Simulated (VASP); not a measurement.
A run of VASP 6.6.1 is set up as follows.

The input INCAR:

```
PREC = Accurate
ENCUT = 520
EDIFF = 1E-6
ISMEAR = 0
SIGMA = 0.05
LREAL = False
LASPH = True
NELM = 60
ALGO = Normal
ISIF = 2
LWAVE = False
LCHARG = True
GGA = PE
LELF = True
LVHAR = True
NBANDS = 26
```

Contents of KPOINTS:

```
Automatic mesh
0
Gamma
  9 9 4
```

POSCAR

```
MgO
1.0
    3.5474450064      0.0000000000      0.0000000000
   -1.7737225032      3.0721774941      0.0000000000
    0.0000000000      0.0000000000     10.0704868842
Mg O
4 4
Direct
    0.3333333333      0.6666666667      0.9694906392
    0.0000000000      0.0000000000      0.2208211786
    0.0000000000      0.0000000000      0.7208211786
    0.6666666667      0.3333333333      0.4694906392
    0.3333333333      0.6666666667      0.7800420079
    0.0000000000      0.0000000000      0.5296443544
    0.0000000000      0.0000000000      0.0296443544
    0.6666666667      0.3333333333      0.2800420079
```

Potentials or basis: VASP PAW PBE potentials, release 64 (Mg, O).

The run is started by

```sh
$ cat potpaw_PBE.64/Mg/POTCAR potpaw_PBE.64/O/POTCAR > POTCAR
$ mpirun -np 1 vasp_std > vasp.out
```

**Question.** Predict the pressure.

**Answer.** -9.1 GPa.

**Question.** What does it give for the largest force?

**Answer.** 0.960 eV/Å.

Forces in eV/Å, atoms in the order of the input:
```
Mg   0.000  0.000  0.837
Mg   0.000  0.000  0.960
Mg   0.000  0.000  0.960
Mg   0.000  0.000  0.837
O    0.000  0.000 -0.902
O    0.000  0.000 -0.895
O    0.000  0.000 -0.895
O    0.000  0.000 -0.902
```

Caveat: the cell stands under tension.
